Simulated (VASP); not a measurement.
# GaP (F-43m) in VASP: further runs, part 2 of 2

VASP 6.6.1. The steps go on from the part before.

### 4 Relaxation of cell and atoms, PBEsol, target pressure 15 GPa, at which the enthalpy is minimised

Input file INCAR:

```
SYSTEM = GaP
PREC = Accurate ; ENCUT = 600
EDIFF = 1E-7 ; ISMEAR = 0
SIGMA = 0.01 ; LREAL = .FALSE.
LASPH = .TRUE. ; NELM = 60
ALGO = Normal ; ISIF = 3
LWAVE = .FALSE. ; LCHARG = .FALSE.
GGA = PS ; IBRION = 2
NSW = 100 ; EDIFFG = -0.002
PSTRESS = 150.0
```

Input file KPOINTS:

```
regular mesh
0
G
  8 8 8
  0 0 0
```

Input file POSCAR:

```
GaP
1.0
    0.0000000000      2.7192748328      2.7192748328
    2.7192748328      0.0000000000      2.7192748328
    2.7192748328      2.7192748328      0.0000000000
Ga P
1 1
Direct
    0.0000000000      0.0000000000      0.0000000000
    0.7500000000      0.7500000000      0.7500000000
```

Potentials or basis: VASP PAW PBE potentials, release 64 (Ga_d, P).

Started as:

```console
> cat potpaw_PBE.64/Ga_d/POTCAR potpaw_PBE.64/P/POTCAR > POTCAR
> mpirun -np 1 vasp_std > vasp.out
```

OUTCAR:

```text
SYSTEM = GaP
   PREC = Accurate
   ENCUT = 600
   EDIFF = 1E-7
   ISMEAR = 0
   LREAL = .FALSE.
   LASPH = .TRUE.
   NELM = 60
   ISIF = 3
   GGA = PS
   IBRION = 2
   NSW = 100
   EDIFFG = -0.002
   PSTRESS = 150.0

 ion  position               nearest neighbor table
   1  0.000  0.000  0.000-   2 2.35   2 2.35   2 2.35   2 2.35
   2  0.750  0.750  0.750-   1 2.35   1 2.35   1 2.35   1 2.35

  LATTYP: Found a face centered cubic cell.
 ALAT       =     5.4385496656

  Lattice vectors:

 A1 = (   0.0000000000,   2.7192748328,   2.7192748328)
 A2 = (   2.7192748328,   0.0000000000,   2.7192748328)
 A3 = (   2.7192748328,   2.7192748328,   0.0000000000)

Analysis of symmetry for initial positions (statically):
=====================================================================
 Subroutine PRICEL returns:
 Original cell was already a primitive cell.

 Routine SETGRP: Setting up the symmetry group for a
 face centered cubic supercell.

 Subroutine GETGRP returns: Found 24 space group operations
 (whereof 24 operations were pure point group operations)
 out of a pool of 48 trial point group operations.

The static configuration has the point symmetry T_d .

Analysis of symmetry for dynamics (positions and initial velocities):
=====================================================================
 Subroutine PRICEL returns:
 Original cell was already a primitive cell.

 Routine SETGRP: Setting up the symmetry group for a
 face centered cubic supercell.
[... 459 lines left out ...]

 Free energy of the ion-electron system (eV)
  ---------------------------------------------------
  ext. energy  EPLUGINS =         0.00000000
  ---------------------------------------------------
  free energy    TOTEN  =        -9.71443510 eV

  energy without entropy =       -9.71443510  energy(sigma->0) =       -9.71443510

 E-fermi :   6.1650     XC(G=0): -10.6676

 val. band max:        6.1114054186   @ k =   0.0000   0.0000   0.0000
 cond. band min:       7.3027219597   @ k =   0.5000   0.5000   0.0000
 fundamental gap:      1.1913165410
 Fermi energy:         6.1649966248

 k-point     1 :       0.0000    0.0000    0.0000
  band No.  band energies     occupation
      1      -8.7574      2.00000
      2      -8.7574      2.00000
      3      -8.7574      2.00000
      4      -8.6057      2.00000
      5      -8.6057      2.00000
      6      -7.5633      2.00000
      7       6.1114      2.00000
      8       6.1114      2.00000
      9       6.1114      2.00000
     10       9.0377      0.00000
     11       9.8645      0.00000
     12       9.8645      0.00000
     13       9.8645      0.00000
[... 354 lines left out ...]
  band No.  band energies     occupation
      1      -8.9036      2.00000
      2      -8.7103      2.00000
      3      -8.6904      2.00000
      4      -8.6159      2.00000
      5      -8.5945      2.00000
      6      -4.4755      2.00000
      7      -1.1242      2.00000
      8       2.3338      2.00000
      9       3.7310      2.00000
     10       9.8475      0.00000
     11      10.2008      0.00000
     12      12.9254      0.00000
     13      14.3379      0.00000

 [... further k-points ...]

------------------------ aborting loop because EDIFF is reached ----------------------------------------

  FORCE on cell =-STRESS in cart. coord.  units (eV):
  Direction    XX          YY          ZZ          XY          YZ          ZX
  --------------------------------------------------------------------------------------
  -------------------------------------------------------------------------------------
  Total        3.2971259      3.2971259      3.2971259     -0.0000000      0.0000000      0.0000000
  in kB      150.0496520    150.0496520    150.0496520     -0.0000000      0.0000000      0.0000000
  external PRESSURE =       0.0496520 kB  Pullay stress =     150.0000000 kB
[... 21 lines left out ...]
  energy  without entropy=       -9.7144350965  energy(sigma->0) =       -9.71443510

  enthalpy is  TOTEN    =        -6.4184001793 eV   P V=        3.2960349171

 reached required accuracy - stopping structural energy minimisation
```

CONTCAR:

```text
GaP
   1.00000000000000
    -0.0000000000000000    2.6013195837900978    2.6013195837900978
     2.6013195837900978    0.0000000000000000    2.6013195837900978
     2.6013195837900978    2.6013195837900978    0.0000000000000000
  Ga              P
     1     1
Direct
     0.0000000000000000    0.0000000000000000    0.0000000000000000
     0.7500000000000000    0.7500000000000000    0.7500000000000000

  0.00000000E+00  0.00000000E+00  0.00000000E+00
  0.00000000E+00  0.00000000E+00  0.00000000E+00
```

It took 2.7 min on 1 thread of Intel Xeon 8259CL, shared host; peak memory 0.2 GiB.

What came out:

| Property | Result |
| --- | --- |
| Free energy | -9.7144 eV |
| Relaxed volume | 17.60 Å³/atom |
| Relaxed cell | a = 3.679 Å, b = 3.679 Å, c = 3.679 Å, α = 60.00°, β = 60.00°, γ = 60.00° |
| Space group after relaxing (to 0.1 Å) | F-43m (No. 216) |
| Energy change on relaxing (the run minimises the enthalpy) | +103.3 meV/atom |
| Ionic steps | 9 |
| Pressure after relaxing | 15.0 GPa |
| Band gap on the k mesh | 1.19 eV (least direct gap 2.93 eV) |

The path:
```
step  energy change (eV)  largest force (eV/Å)  pressure (GPa)  volume (Å³)
   1              0.0000                0.0000           -0.08        40.22
   2              1.0953                0.0000           45.15        30.18
   3              0.1923                0.0000           14.38        35.36
   4              0.2041                0.0000           14.92        35.23
   5              0.2131                0.0000           15.30        35.14
   6              0.1989                0.0000           14.64        35.29
   7              0.2070                0.0000           15.03        35.20
   8              0.2063                0.0000           14.96        35.21
   9              0.2067                0.0000           15.00        35.21
```

Final structure:
```yaml
crystal:
  lattice:
    - [0.00000, 2.60132, 2.60132]
    - [2.60132, 0.00000, 2.60132]
    - [2.60132, 2.60132, 0.00000]
  atoms:
    - { symbol: Ga, position: [0.00000, 0.00000, 0.00000] }
    - { symbol: P, position: [0.75000, 0.75000, 0.75000] }
```

Caveat: the cell is relaxed towards a set pressure, so the run minimises the enthalpy, not the energy; the PAW data sets were made with another functional, which shifts forces and pressure a little. A k mesh can miss the band edges.

### 5 Summary

| cell | gap on the mesh (eV) | pressure (GPa) |
| --- | --- | --- |
| relaxed to 7 GPa | 1.34 | 7.0 |
| relaxed to 10 GPa | 1.28 | 10.0 |
| relaxed to 15 GPa | 1.19 | 15.0 |

Alike in all rows: task relaxation of cell and atoms; level PBEsol; potentials or basis VASP PAW PBE potentials, release 64 (Ga_d, P); no spin polarisation; k mesh 8 × 8 × 8; cutoff (eV) 600; smearing gaussian 0.01 eV.

Caveats: the cell is relaxed towards a set pressure, so the run minimises the enthalpy, not the energy; the PAW data sets were made with another functional, which shifts forces and pressure a little.

Absolute energies hang on the potentials; compare differences alone.
